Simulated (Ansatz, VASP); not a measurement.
**One calculation of MoS2, two programs**

```
CELL_PARAMETERS angstrom
1.57655 0.91022 5.99626
-1.57655 0.91022 5.99626
0.00000 -1.82045 5.99626
ATOMIC_POSITIONS crystal
Mo 0.00008 0.00008 0.00008
S 0.24654 0.24654 0.24654
S 0.42038 0.42038 0.42038
```

Alike in both runs: task single point; functional PBEsol; dispersion D3(BJ); k mesh 12 × 12 × 12; occupations gaussian, width 0.02 eV; no spin polarisation; Hubbard terms Mo d U = 1.0 eV.

```csv
,VASP,Ansatz
version,VASP 6.6.1,Ansatz 0.2.0
potentials or method,"VASP PAW PBE potentials, release 64 (Mo_sv, S), cutoff 520 eV","scalar-relativistic, plane waves, PAW"
valence electrons in the cell,26,26
```

```tsv
	VASP	Ansatz	Ansatz less VASP
gap on the k mesh at the Fermi level (eV)	0.77	0.76	-0.003
pressure (GPa)	-4.1	-4.7	-0.62
traceless stress, the component that is largest in VASP (GPa)	0.23	0.17	-0.062
rms of the force components (eV/Å)	0.073	0.104	+0.0317
```

VASP's potentials were made for PBE, not for PBEsol. The programs project onto different local orbitals, so the same U acts differently, and such runs can settle in different states. Atom by atom the forces differ by 0.032 eV/Å (rms over components).
